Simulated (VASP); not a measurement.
# WS (Pm-3m) in VASP: notebook, part 2 of 2

VASP 6.6.1. Earlier steps stand in the parts before.

## (3) Single point, PBE0

Contents of POSCAR:

```
WS
1.0
    3.4448484800      0.0000000000      0.0000000000
    0.0000000000      3.4448484800      0.0000000000
    0.0000000000      0.0000000000      3.4448484800
W S
1 1
Direct
    0.5000000000      0.5000000000      0.5000000000
    0.0000000000      0.0000000000      0.0000000000
```

Contents of INCAR.step1:

```
SYSTEM = WS
PREC = Accurate ; ENCUT = 520
EDIFF = 1E-5 ; ISMEAR = -1
SIGMA = 0.05 ; LREAL = .FALSE.
LASPH = .TRUE. ; NELM = 80
ALGO = Normal ; ISIF = 2
LWAVE = .TRUE. ; LCHARG = .FALSE.
NBANDS = 17 ; GGA = PE
```

Contents of INCAR.step2:

```
SYSTEM = WS
PREC = Accurate ; ENCUT = 520
EDIFF = 1E-6 ; ISMEAR = -1
SIGMA = 0.05 ; LREAL = .FALSE.
LASPH = .TRUE. ; NELM = 80
ALGO = Normal ; ISIF = 2
LWAVE = .FALSE. ; LCHARG = .FALSE.
GGA = PE ; LHFCALC = .TRUE.
AEXX = 0.25 ; PRECFOCK = Normal
NBANDS = 17 ; ISTART = 1
```

Contents of KPOINTS:

```
regular mesh
0
G
  4 4 4
  0 0 0
```

Potentials or basis: VASP PAW PBE potentials, release 64 (W_sv, S).

The run is started by

```console
> cat potpaw_PBE.64/W_sv/POTCAR potpaw_PBE.64/S/POTCAR > POTCAR
> cp INCAR.step1 INCAR
> mpirun -np 1 vasp_std > vasp.out
> cp INCAR.step2 INCAR
> mpirun -np 1 vasp_std > vasp.out
```

OUTCAR:

```text
SYSTEM = WS
   PREC = Accurate
   ENCUT = 520
   EDIFF = 1E-6
   ISMEAR = -1
   LREAL = .FALSE.
   LASPH = .TRUE.
   NELM = 80
   ISIF = 2
   GGA = PE
   LHFCALC = .TRUE.
   AEXX = 0.25
   PRECFOCK = Normal
   ISTART = 1

 ion  position               nearest neighbor table
   1  0.500  0.500  0.500-   2 2.98   2 2.98   2 2.98   2 2.98   2 2.98   2 2.98   2 2.98   2 2.98

   2  0.000  0.000  0.000-   1 2.98   1 2.98   1 2.98   1 2.98   1 2.98   1 2.98   1 2.98   1 2.98

  LATTYP: Found a simple cubic cell.
 ALAT       =     3.4448484800

  Lattice vectors:

 A1 = (   3.4448484800,   0.0000000000,   0.0000000000)
 A2 = (   0.0000000000,   3.4448484800,   0.0000000000)
 A3 = (   0.0000000000,   0.0000000000,   3.4448484800)

Analysis of symmetry for initial positions (statically):
=====================================================================
 Subroutine PRICEL returns:
 Original cell was already a primitive cell.

 Routine SETGRP: Setting up the symmetry group for a
 simple cubic supercell.

 Subroutine GETGRP returns: Found 48 space group operations
 (whereof 48 operations were pure point group operations)
 out of a pool of 48 trial point group operations.

The static configuration has the point symmetry O_h .

Analysis of symmetry for dynamics (positions and initial velocities):
=====================================================================
 Subroutine PRICEL returns:
 Original cell was already a primitive cell.

 Routine SETGRP: Setting up the symmetry group for a
 simple cubic supercell.

 Subroutine GETGRP returns: Found 48 space group operations
 (whereof 48 operations were pure point group operations)
 out of a pool of 48 trial point group operations.

The dynamic configuration has the point symmetry O_h .

 Subroutine INISYM returns: Found 48 space group operations
 (whereof 48 operations are pure point group operations),
[... 105 lines left out ...]
   LORBIT       =      0    0 simple, 1 ext, 2 COOP (PROOUT), +10 PAW based schemes
   GGA     = PE    functional components
   LHFCALC =     T    Hartree Fock is set to
   PRECFOCK=normal    Normal, Fast or Accurate (Low or Medium for compatibility)
   ENCUT4O =  -1.0   cutoff for four orbital integrals eV
   NKREDX  =     1    reduce k-point grid by
   NKREDY  =     1    reduce k-point grid by
   NKREDZ  =     1    reduce k-point grid by
   AEXX    =    0.2500 exact exchange contribution
   HFSCREEN=    0.0000 screening length (either q_TF or 0.3 A-1)
   HFSCREENC=   0.0000 screening length for correlation (either q_TF or 0.3 A-1)
   ENCUTFOCK=  -1.0 apply spherical cutoff to Coloumb kernel
   IVDW    =     0    specifies the selected vdW correction
   LEPSILON=     F    determine dielectric tensor
   LRPA    =     F    only Hartree local field effects (RPA)
 non-spin polarized calculation
  energy-cutoff  :      520.00
  volume of cell :       40.88
 maximum number of plane-waves:      1141
 NGX is ok and might be reduce to    28
  NGX = 20; NGY = 20; NGZ = 20

 number of electron      20.0000007 magnetization

 Free energy of the ion-electron system (eV)
  ---------------------------------------------------
  ext. energy  EPLUGINS =         0.00000000
  ---------------------------------------------------
  free energy    TOTEN  =       -18.49661470 eV

  energy without entropy =      -18.48436867  energy(sigma->0) =      -18.49049168

 E-fermi :   7.3756     XC(G=0):  -8.7849

 val. band max:        6.6452018937   @ k =   0.5000   0.2500   0.2500
 cond. band min:       7.4107482902   @ k =   0.2500   0.2500   0.0000
 fundamental gap:      0.7655463965
 Fermi energy:         7.3755790824

 k-point     1 :       0.0000    0.0000    0.0000
  band No.  band energies     occupation
      1     -72.7106      2.00000
      2     -35.2659      2.00000
      3     -35.2658      2.00000
      4     -35.2658      2.00000
      5      -9.6844      2.00000
      6       3.3145      2.00000
[... 177 lines left out ...]
      4     -35.3610      2.00000
      5      -7.3248      2.00000
      6       0.0232      2.00000
[... 9 lines left out ...]
     16      10.8288      0.00000
     17      13.1602      0.00000

------------------------ aborting loop because EDIFF is reached ----------------------------------------

  FORCE on cell =-STRESS in cart. coord.  units (eV):
  Direction    XX          YY          ZZ          XY          YZ          ZX
  --------------------------------------------------------------------------------------
  -------------------------------------------------------------------------------------
  Total      -10.1066221    -10.1066221    -10.1066221     -0.0000000     -0.0000000     -0.0000000
  in kB     -396.1012718   -396.1012718   -396.1012718     -0.0000000     -0.0000000     -0.0000000
  external PRESSURE =    -396.1012718 kB  Pullay stress =       0.0000000 kB

 VOLUME and BASIS-vectors are now :
 -----------------------------------------------------------------------------
  energy-cutoff  :      520.00
  volume of cell :       40.88
      direct lattice vectors                 reciprocal lattice vectors
     3.444848480  0.000000000  0.000000000     0.290288530  0.000000000  0.000000000
     0.000000000  3.444848480  0.000000000     0.000000000  0.290288530  0.000000000
     0.000000000  0.000000000  3.444848480     0.000000000  0.000000000  0.290288530

 POSITION                                       TOTAL-FORCE (eV/Angst)
 -----------------------------------------------------------------------------------
      1.72242      1.72242      1.72242         0.000000      0.000000      0.000000
      0.00000      0.00000      0.00000         0.000000      0.000000      0.000000
 -----------------------------------------------------------------------------------
    total drift:                                0.000000      0.000000      0.000000

  FREE ENERGIE OF THE ION-ELECTRON SYSTEM (eV)
  ---------------------------------------------------
  free  energy   TOTEN  =       -18.4966147046 eV

  energy  without entropy=      -18.4843686651  energy(sigma->0) =      -18.49049168
```

Wall time 19 min (1 thread of Intel Xeon Platinum 8488C (Sapphire Rapids), shared host); peak memory 0.16 GiB.

What came out:

```yaml
Free_energy: -18.4966 eV
Pressure: -39.6 GPa
Band_gap_on_the_k_mesh: zero (bands 10 and 11 overlap by 3.26 eV)
```

Levels at points of the mesh, in eV from the Fermi level:
```
           k point  band 7  band 8  band 9  band 10  band 11  band 12  band 13  band 14
(0.00, 0.00, 0.00)   -4.06   -3.55   -3.55    -3.55    -1.39     1.09     1.09     1.09
(0.50, 0.00, 0.00)   -4.49   -4.49   -3.40     1.23     1.41     2.90     2.90     3.86
(0.50, 0.50, 0.00)   -6.63   -4.26   -2.48    -1.00    -1.00    -0.80     1.81     3.10
(0.50, 0.50, 0.50)   -7.35   -7.35    1.86     1.86     2.49     2.49     2.49     3.45
```

Caveat: the k points lie up to 0.46 Å⁻¹ apart, too coarse for converged energies and pressures of a metal; the PAW data sets were made with another functional, which shifts forces and pressure a little; spin-orbit coupling is left out, which moves the levels of the heavy elements.

## (4) Single point, PBEsol-based global hybrid with 25 % exact exchange

This run uses another cell than the first one, of 12.91 Å³/atom.

Contents of POSCAR:

```
WS
1.0
    2.9553975650      0.0000000000      0.0000000000
    0.0000000000      2.9553975650      0.0000000000
    0.0000000000      0.0000000000      2.9553975650
W S
1 1
Direct
    0.5000000000      0.5000000000      0.5000000000
    0.0000000000      0.0000000000      0.0000000000
```

Contents of INCAR.step1:

```
PREC = Accurate
ENCUT = 520
EDIFF = 1E-5
ISMEAR = -1
SIGMA = 0.05
LREAL = F
LASPH = T
NELM = 100
ALGO = Normal
ISIF = 2
LWAVE = T
GGA = PE
NBANDS = 17
```

Contents of INCAR.step2:

```
PREC = Accurate
ENCUT = 520
EDIFF = 1E-6
ISMEAR = -1
SIGMA = 0.05
LREAL = F
LASPH = T
NELM = 100
ALGO = Normal
ISIF = 2
LWAVE = F
LCHARG = T
GGA = PS
LHFCALC = T
AEXX = 0.25
PRECFOCK = Normal
LELF = T
LVHAR = T
ISTART = 1
NBANDS = 17
```

Contents of KPOINTS:

```
regular mesh
0
Gamma
  4 4 4
```

The run is started by

```console
> cat potpaw_PBE.64/W_sv/POTCAR potpaw_PBE.64/S/POTCAR > POTCAR
> cp INCAR.step1 INCAR
> mpirun -np 1 vasp_std > vasp.out
> cp INCAR.step2 INCAR
> mpirun -np 1 vasp_std > vasp.out
```

It used 570 s of CPU time on 1 thread of AMD EPYC 7R13 Processor (Zen 3), on a shared host.

It converged, with:

```yaml
Free_energy: -22.3869 eV
Pressure: -0.5 GPa
Band_gap_on_the_k_mesh: zero (bands 10 and 11 overlap by 4.93 eV)
```

Levels at points of the mesh, in eV from the Fermi level:
| k point | band 6 | band 7 | band 8 | band 9 | band 10 | band 11 | band 12 | band 13 | band 14 | band 15 |
| --- | --- | --- | --- | --- | --- | --- | --- | --- | --- | --- |
| (0.00, 0.00, 0.00) | -5.96 | -5.96 | -3.74 | -3.74 | -3.74 | 2.12 | 2.12 | 2.12 | 4.20 | 11.21 |
| (0.50, 0.00, 0.00) | -12.54 | -5.98 | -5.98 | -4.42 | 2.88 | 4.07 | 5.06 | 6.38 | 6.38 | 7.26 |
| (0.50, 0.50, 0.00) | -8.67 | -8.67 | -5.79 | -2.14 | -1.71 | -1.71 | 1.68 | 5.08 | 6.82 | 12.63 |
| (0.50, 0.50, 0.50) | -10.87 | -10.87 | -10.87 | 3.22 | 3.22 | 3.22 | 5.23 | 5.23 | 7.59 | 7.59 |

Caveat: the k points lie up to 0.53 Å⁻¹ apart, too coarse for converged energies and pressures of a metal; the PAW data sets were made with another functional, which shifts forces and pressure a little; spin-orbit coupling is left out, which moves the levels of the heavy elements.

## (5) The runs side by side

```csv
level,spin,cell,k mesh,smearing,grid for exact exchange (PRECFOCK),share of exact exchange,gap on the mesh (eV),pressure (GPa)
PBE,"non-collinear, zero start, SOC","a = 3.445 Å, 2 atoms",7 × 7 × 7,fermi-dirac 0.005 eV,-,-,-,-33.8
PBE0,off,"a = 3.445 Å, 2 atoms",4 × 4 × 4,fermi-dirac 0.05 eV,Normal,0.25,none,-39.6
PBEsol-based global hybrid with 25 % exact exchange,off,"a = 2.955 Å, 2 atoms",4 × 4 × 4,fermi-dirac 0.05 eV,Normal,0.25,none,-0.5
```

Alike in all rows: task single point; potentials or basis VASP PAW PBE potentials, release 64 (W_sv, S); cutoff (eV) 520.

Caveats: some runs use coarse meshes; the PAW data sets were made with another functional, which shifts forces and pressure a little (at least some runs); spin-orbit coupling is left out, which moves the levels of the heavy elements (at least some runs); the cell stands under tension (at least some runs).

Absolute energies hang on the potentials; compare differences alone.
